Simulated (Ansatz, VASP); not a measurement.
## Sn2P: VASP beside Ansatz

```
Sn P
1.0
     6.58790    0.00000    0.00000
     0.00000    6.58790    0.00000
     0.00000    0.00000    3.87104
Sn P
4 2
Direct
  0.29379 0.29379 0.00000
  0.20621 0.79379 0.50000
  0.70621 0.70621 0.00000
  0.79379 0.20621 0.50000
  0.00000 0.00000 0.00000
  0.50000 0.50000 0.50000
```

Alike in both runs: functional r2SCAN; k mesh 4 × 4 × 4; occupations gaussian, width 0.1 eV; no spin polarisation.

Ansatz relaxed the structure, and its values are those at the end. VASP's run is a single point on that final structure, the one shown.

|  | VASP | Ansatz |
| --- | --- | --- |
| version | VASP 6.6.1 | Ansatz 0.2.0 |
| potentials or method | VASP PAW PBE potentials, release 64 (Sn_d, P), cutoff 520 eV | scalar-relativistic, plane waves, PAW |
| valence electrons in the cell | 66 | 66 |

```tsv
	VASP	Ansatz	Ansatz less VASP
gap on the k mesh at the Fermi level (eV)	none	none	-
pressure (GPa)	-0.1	-0.1	+0.04
rms of the force components (eV/Å)	0.008	0.007	-0.0010
```

VASP's potentials were made for PBE, not for r2SCAN. A gap of «none» marks a metal or a gap that the smearing closes.

The k mesh is coarse, so the values compare programs but aren't converged.
